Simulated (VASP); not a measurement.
# MgO (Fm-3m) in VASP: relaxation of cell and atoms with LDA

Aim: the relaxation of cell and atoms of MgO with LDA.

All numbers are computed with VASP 6.6.1; they aren't measurements. Logs are shortened: lines on timing, memory, paths and dates and some standing lists are left out, and cuts for length are marked.

**1. The cell of the first run**

Symmetry: Fm-3m, No. 225, cubic system. The conventional cell has a = 4.159 Å, b = 4.159 Å, c = 4.159 Å, α = 90.00°, β = 90.00°, γ = 90.00°. Mg (site symmetry m-3m) has 6 O at 2.08 Å within 2.8 Å. Within 2.8 Å of O (site symmetry m-3m) lie 6 Mg at 2.08 Å.

**2. Relaxation of cell and atoms, LDA, target pressure 9 GPa, at which the enthalpy is minimised**

Contents of INCAR:

```
SYSTEM = MgO
PREC = Accurate
ENCUT = 600
EDIFF = 1E-7
ISMEAR = 0
SIGMA = 0.01
LREAL = .FALSE.
LASPH = .TRUE.
NELM = 120
ALGO = Normal
ISIF = 3
LWAVE = .FALSE.
LCHARG = .FALSE.
IBRION = 2
NSW = 80
EDIFFG = -0.001
PSTRESS = 90.0
GGA_COMPAT = .FALSE.
NELMIN = 4
```

Contents of KPOINTS:

```
regular mesh
0
G
  10 10 10
  0 0 0
```

Contents of POSCAR:

```
MgO
1.0
    0.0000000000      2.0795508132      2.0795508132
    2.0795508132      0.0000000000      2.0795508132
    2.0795508132      2.0795508132      0.0000000000
Mg O
1 1
Direct
    0.0000000000      0.0000000000      0.0000000000
    0.5000000000      0.5000000000      0.5000000000
```

Potentials or basis: VASP PAW LDA potentials, release 64 (Mg, O).

Started as:

```bash
$ cat potpaw_LDA.64/Mg/POTCAR potpaw_LDA.64/O/POTCAR > POTCAR
$ mpirun -np 1 vasp_std > vasp.out
```

OUTCAR:

```text
SYSTEM = MgO
   PREC = Accurate
   ENCUT = 600
   EDIFF = 1E-7
   ISMEAR = 0
   LREAL = .FALSE.
   LASPH = .TRUE.
   NELM = 120
   ISIF = 3
   IBRION = 2
   NSW = 80
   EDIFFG = -0.001
   PSTRESS = 90.0
   NELMIN = 4

 ion  position               nearest neighbor table
   1  0.000  0.000  0.000-   2 2.08   2 2.08   2 2.08   2 2.08   2 2.08   2 2.08
   2  0.500  0.500  0.500-   1 2.08   1 2.08   1 2.08   1 2.08   1 2.08   1 2.08

  LATTYP: Found a face centered cubic cell.
 ALAT       =     4.1591016264

  Lattice vectors:

 A1 = (   0.0000000000,   2.0795508132,   2.0795508132)
 A2 = (   2.0795508132,   0.0000000000,   2.0795508132)
 A3 = (   2.0795508132,   2.0795508132,   0.0000000000)

Analysis of symmetry for initial positions (statically):
=====================================================================
 Subroutine PRICEL returns:
 Original cell was already a primitive cell.

 Routine SETGRP: Setting up the symmetry group for a
 face centered cubic supercell.

 Subroutine GETGRP returns: Found 48 space group operations
 (whereof 48 operations were pure point group operations)
 out of a pool of 48 trial point group operations.

The static configuration has the point symmetry O_h .

Analysis of symmetry for dynamics (positions and initial velocities):
=====================================================================
 Subroutine PRICEL returns:
 Original cell was already a primitive cell.

 Routine SETGRP: Setting up the symmetry group for a
 face centered cubic supercell.

 Subroutine GETGRP returns: Found 48 space group operations
 (whereof 48 operations were pure point group operations)
 out of a pool of 48 trial point group operations.

The dynamic configuration has the point symmetry O_h .

 Subroutine INISYM returns: Found 48 space group operations
 (whereof 48 operations are pure point group operations),
 and found     1 'primitive' translations

----------------------------------------------------------------------------------------

                                     Primitive cell

  volume of cell :      17.9862

  direct lattice vectors                    reciprocal lattice vectors
     0.000000000  2.079550813  2.079550813    -0.240436539  0.240436539  0.240436539
     2.079550813  0.000000000  2.079550813     0.240436539 -0.240436539  0.240436539
     2.079550813  2.079550813  0.000000000     0.240436539  0.240436539 -0.240436539

  length of vectors
     2.940928964  2.940928964  2.940928964     0.416448301  0.416448301  0.416448301

  position of ions in fractional coordinates (direct lattice)
     0.000000000  0.000000000  0.000000000
     0.500000000  0.500000000  0.500000000

  ion indices of the primitive-cell ions
   primitive index   ion index
                 1           1
                 2           2

----------------------------------------------------------------------------------------

 KPOINTS: regular mesh

Automatic generation of k-mesh.
 Grid dimensions read from file:
 generate k-points for:   10   10   10

 Generating k-lattice:

  Cartesian coordinates                     Fractional coordinates (reciprocal lattice)
    -0.024043654  0.024043654  0.024043654     0.100000000  0.000000000  0.000000000
     0.024043654 -0.024043654  0.024043654     0.000000000  0.100000000  0.000000000
     0.024043654  0.024043654 -0.024043654     0.000000000  0.000000000  0.100000000

  Length of vectors
     0.041644830  0.041644830  0.041644830

  Shift w.r.t. Gamma in fractional coordinates (k-lattice)
     0.000000000  0.000000000  0.000000000

 Subroutine IBZKPT returns following result:
 ===========================================

 Found     47 irreducible k-points:

 Following reciprocal coordinates:
            Coordinates               Weight
  0.000000  0.000000  0.000000      1.000000
  0.100000  0.000000  0.000000      8.000000
  0.200000  0.000000  0.000000      8.000000
  0.300000  0.000000  0.000000      8.000000
  0.400000  0.000000  0.000000      8.000000
  0.500000  0.000000  0.000000      4.000000
[... 16 lines left out ...]
  0.300000  0.300000  0.000000      6.000000
  0.400000  0.300000  0.000000     24.000000
 [... further k-points ...]
   k-points           NKPTS =     47   k-points in BZ     NKDIM =     47   number of bands    NBANDS=      8
   number of dos      NEDOS =    301   number of ions     NIONS =      2
   total plane-waves  NPLWV =  13824
   dimension x,y,z NGX =    24 NGY =   24 NGZ =   24
   dimension x,y,z NGXF=    48 NGYF=   48 NGZF=   48
   ions per type =               1   1
   NGX,Y,Z   is equivalent  to a cutoff of  13.57, 13.57, 13.57 a.u.
   NGXF,Y,Z  is equivalent  to a cutoff of  27.13, 27.13, 27.13 a.u.
 SYSTEM =  MgO
   PREC   = accura    normal or accurate (medium, high low for compatibility)
   ISTART =      0    job   : 0-new  1-cont  2-samecut
   ICHARG =      2    charge: 1-file 2-atom 10-const
   ISPIN  =      1    spin polarized calculation?
   LNONCOLLINEAR =      F non collinear calculations
   LSORBIT =      F    spin-orbit coupling
   LASPH  =      T    aspherical Exc in radial PAW
   ENCUT  =  600.0 eV  44.10 Ry    6.64 a.u.   5.87  5.87  5.87*2*pi/ulx,y,z
   NELM   =    120;   NELMIN=  4; NELMDL= -5     # of ELM steps
   EDIFF  = 0.1E-06   stopping-criterion for ELM
   LREAL  =      F    real-space projection
   EDIFFG = -.1E-02   stopping-criterion for IOM
   NSW    =     80    number of steps for IOM
   IBRION =      2    ionic relax: 0-MD 1-quasi-New 2-CG
   NFREE  =      1    steps in history (QN), initial steepest desc. (CG)
   ISIF   =      3    stress and relaxation
   ISYM   =      2    0-nonsym 1-usesym 2-fastsym
   POTIM  = 0.5000    time-step for ionic-motion
   TEBEG  =    0.0;   TEEND  =   0.0 temperature during run
   PSTRESS=   90.0 pullay stress
   NELECT =       8.0000    total number of electrons
   NUPDOWN=      -1.0000    fix difference up-down
   EMIN   =  10.00;   EMAX   =-10.00  energy-range for DOS
   EFERMI =   0.00;   METHOD = LEGACY
   ISMEAR =     0;   SIGMA  =   0.01  broadening in eV -4-tet -1-fermi 0-gaus
   EFERMI_NEDOS =   21; number of points for ismear=-14 and -15
   IALGO  =     38    algorithm
   IMIX   =      4    mixing-type and parameters
     AMIX     =   0.40;   BMIX     =  1.00
     AMIX_MAG =   1.60;   BMIX_MAG =  1.00
  volume/ion in A,a.u.               =       8.99        60.69
  Fermi-wavevector in a.u.,A,eV,Ry     =   1.249660  2.361515 21.247548  1.561651
  Thomas-Fermi vector in A             =   2.383691
   LORBIT       =      0    0 simple, 1 ext, 2 COOP (PROOUT), +10 PAW based schemes
   GGA     = CA    functional components
   LHFCALC =     F    Hartree Fock is set to
   AEXX    =    0.0000 exact exchange contribution
   IVDW    =     0    specifies the selected vdW correction
   LEPSILON=     F    determine dielectric tensor
   LRPA    =     F    only Hartree local field effects (RPA)
 conjugate gradient relaxation of ions
 non-spin polarized calculation
 Gauss-broadening in eV      SIGMA  =   0.01
  energy-cutoff  :      600.00
  volume of cell :       17.99
 maximum number of plane-waves:       620
   NGX = 11   NGY = 11   NGZ = 11

--------------------------------------- Ionic step        1  -------------------------------------------

 number of electron       8.0000000 magnetization

 Free energy of the ion-electron system (eV)
  ---------------------------------------------------
  ext. energy  EPLUGINS =         0.00000000
  ---------------------------------------------------
  free energy    TOTEN  =       -13.44826204 eV

  energy without entropy =      -13.44826204  energy(sigma->0) =      -13.44826204

------------------------ aborting loop because EDIFF is reached ----------------------------------------

  FORCE on cell =-STRESS in cart. coord.  units (eV):
  Direction    XX          YY          ZZ          XY          YZ          ZX
  --------------------------------------------------------------------------------------
  -------------------------------------------------------------------------------------
  Total       -0.2180886     -0.2180886     -0.2180886     -0.0000000      0.0000000      0.0000000
  in kB      -19.4269624    -19.4269624    -19.4269624     -0.0000000      0.0000000      0.0000000
  external PRESSURE =    -109.4269624 kB  Pullay stress =      90.0000000 kB
[... 61 lines left out ...]
  enthalpy is  TOTEN    =       -12.4605425794 eV   P V=        0.9231677185

--------------------------------------- Ionic step        3  -------------------------------------------

 number of electron       7.9999997 magnetization

 Free energy of the ion-electron system (eV)
  ---------------------------------------------------
  ext. energy  EPLUGINS =         0.00000000
  ---------------------------------------------------
  free energy    TOTEN  =       -13.42809038 eV

  energy without entropy =      -13.42809038  energy(sigma->0) =      -13.42809038

 E-fermi :   3.7192     XC(G=0): -12.0566

 val. band max:        3.6351631138   @ k =   0.0000   0.0000   0.0000
 cond. band min:       9.2752445793   @ k =   0.0000   0.0000   0.0000
 fundamental gap:      5.6400814655
 Fermi energy:         3.7191724342

 k-point     1 :       0.0000    0.0000    0.0000
  band No.  band energies     occupation
      1     -13.8908      2.00000
      2       3.6352      2.00000
      3       3.6352      2.00000
      4       3.6352      2.00000
      5       9.2752      0.00000
      6      19.6758      0.00000
      7      19.6758      0.00000
      8      19.6758      0.00000
[... 243 lines left out ...]
 k-point    24 :       0.4000    0.3000    0.0000
  band No.  band energies     occupation
      1     -12.3569      2.00000
      2      -0.3157      2.00000
      3       2.1607      2.00000
      4       2.4109      2.00000
      5      13.6060      0.00000
      6      14.2622      0.00000
      7      17.9896      0.00000
      8      22.7593      0.00000

 [... further k-points ...]

------------------------ aborting loop because EDIFF is reached ----------------------------------------

  FORCE on cell =-STRESS in cart. coord.  units (eV):
  Direction    XX          YY          ZZ          XY          YZ          ZX
  --------------------------------------------------------------------------------------
  -------------------------------------------------------------------------------------
  Total        0.9528590      0.9528590      0.9528590      0.0000000      0.0000000      0.0000000
  in kB       89.8396582     89.8396582     89.8396582      0.0000000      0.0000000      0.0000000
  external PRESSURE =      -0.1603418 kB  Pullay stress =      90.0000000 kB
[... 17 lines left out ...]
  FREE ENERGIE OF THE ION-ELECTRON SYSTEM (eV)
  ---------------------------------------------------
  free  energy   TOTEN  =       -13.4280903752 eV

  energy  without entropy=      -13.4280903752  energy(sigma->0) =      -13.42809038

  enthalpy is  TOTEN    =       -12.4735307832 eV   P V=        0.9545595920

 reached required accuracy - stopping structural energy minimisation
```

Run time: 23 s. Hardware: 1 thread of Intel Xeon 8259CL, shared host; peak memory 0.14 GiB.

Results:

| Quantity | Value |
| --- | --- |
| Free energy | -13.4281 eV |
| Relaxed volume | 8.50 Å³/atom |
| Relaxed cell | a = 2.886 Å, b = 2.886 Å, c = 2.886 Å, α = 60.00°, β = 60.00°, γ = 60.00° |
| Space group after relaxing (to 0.05 Å) | Fm-3m (No. 225) |
| Energy change on relaxing (the enthalpy is what falls) | +10.1 meV/atom |
| Ionic steps | 3 |
| Pressure after relaxing | 9.0 GPa |
| Band gap on the k mesh | 5.64 eV, direct |

Step by step:
```
step  energy change (eV)  largest force (eV/Å)  pressure (GPa)  volume (Å³)
   1              0.0000                0.0000           -1.94        17.99
   2              0.0646                0.0000           16.68        16.43
   3              0.0202                0.0000            8.98        16.99
```

Final structure:
```
Mg O
1.0
     0.00000    2.04055    2.04055
     2.04055    0.00000    2.04055
     2.04055    2.04055    0.00000
Mg O
1 1
Direct
  0.00000 0.00000 0.00000
  0.50000 0.50000 0.50000
```

Levels at points of the mesh, in eV from the valence-band top:
| k point | band 2 | band 3 | band 4 | band 5 | band 6 | band 7 |
| --- | --- | --- | --- | --- | --- | --- |
| (0.00, 0.00, 0.00) | 0.00 | 0.00 | 0.00 | 5.64 | 16.04 | 16.04 |
| (0.50, 0.00, 0.00) | -5.14 | -0.78 | -0.78 | 8.35 | 13.49 | 16.99 |
| (0.50, 0.50, 0.00) | -4.56 | -1.51 | -1.51 | 8.97 | 10.77 | 13.92 |

Caveat: the cell is relaxed towards a set pressure, so the enthalpy falls and the energy may rise.
